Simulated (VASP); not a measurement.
**AlP: relaxation of the atoms with PBE**

The system is AlP, a slab with vacuum.

```
P Al
1.0
     3.89390    0.00000    0.00000
     0.00000    3.89390    0.00000
     0.00000    0.00000   27.39030
P Al
5 5
Cartesian
  0.0000 1.9469 7.5000
  1.9469 0.0000 10.2534
  0.0000 1.9469 13.0068
  1.9469 0.0000 15.7602
  0.0000 1.9469 18.5136
  1.9469 1.9469 8.8767
  0.0000 0.0000 11.6301
  1.9469 1.9469 14.3835
  0.0000 0.0000 17.1369
  1.9469 1.9469 19.8903
```

```yaml
Program: VASP 6.6.1
Task: relaxation of the atoms
Functional: PBE
Potentials_or_basis: VASP PAW PBE potentials, release 64 (P, Al)
Cutoff: 520 eV
k_mesh: 7 × 7 × 1
Occupations: gaussian, width 0.05 eV
Spin: no spin polarisation
Dipole_correction: yes
Further_INCAR_settings: ALGO = Normal; EDIFF = 1e-07; IBRION = 2; EDIFFG = -0.02; NSW = 80
```

```yaml
Energy_gained_by_relaxing: 2.3 meV/atom
Ionic_steps: 9
Largest_force_after_relaxing: 0.018 eV/Å
Band_gap_on_the_k_mesh: zero (bands 20 and 21 overlap by 0.02 eV)
```

Forces in eV/Å, atoms in the order of the input:
```
P    0.000  0.000  0.010
P    0.000  0.000 -0.001
P    0.000  0.000 -0.004
P    0.000  0.000 -0.005
P    0.000  0.000 -0.001
Al   0.000  0.000 -0.012
Al   0.000  0.000  0.001
Al   0.000  0.000 -0.005
Al   0.000  0.000  0.018
Al   0.000  0.000  0.000
```

Step by step:
```
step  energy change (eV)  largest force (eV/Å)  pressure (GPa)
   1              0.0000                0.3970           -0.45
   2             -0.0195                0.1156           -0.43
   3             -0.0202                0.0980           -0.42
   4             -0.0213                0.0765           -0.42
   5             -0.0220                0.0581           -0.42
   6             -0.0226                0.0332           -0.42
   7             -0.0227                0.0443           -0.42
   8             -0.0229                0.0246           -0.43
   9             -0.0230                0.0178           -0.43
```

Final structure:
```cif
data_structure
_symmetry_space_group_name_H-M 'P 1'
_symmetry_Int_Tables_number 1
_cell_length_a 3.8939
_cell_length_b 3.8939
_cell_length_c 27.3903
_cell_angle_alpha 90.000
_cell_angle_beta 90.000
_cell_angle_gamma 90.000
_cell_volume 415.30
loop_
_atom_site_label
_atom_site_type_symbol
_atom_site_fract_x
_atom_site_fract_y
_atom_site_fract_z
_atom_site_occupancy
P1 P 0.00000 0.50000 0.27495 1
P2 P 0.50000 0.00000 0.37481 1
P3 P 0.00000 0.50000 0.47494 1
P4 P 0.50000 0.00000 0.57539 1
P5 P 0.00000 0.50000 0.67602 1
Al1 Al 0.50000 0.50000 0.32341 1
Al2 Al 0.00000 0.00000 0.42376 1
Al3 Al 0.50000 0.50000 0.52440 1
Al4 Al 0.00000 0.00000 0.62473 1
Al5 Al 0.50000 0.50000 0.72759 1
```

Levels at points of the mesh, in eV from the Fermi level:
```
           k point  band 17  band 18  band 19  band 20  band 21  band 22  band 23  band 24
(0.00, 0.00, 0.00)    -0.73    -0.42    -0.24     0.00     1.06     1.31     1.84     2.29
```

It took 19 min on 2 MPI ranks on AMD EPYC 7R32 (Zen 2), with other jobs on the host, peak memory 0.52 GiB a rank.
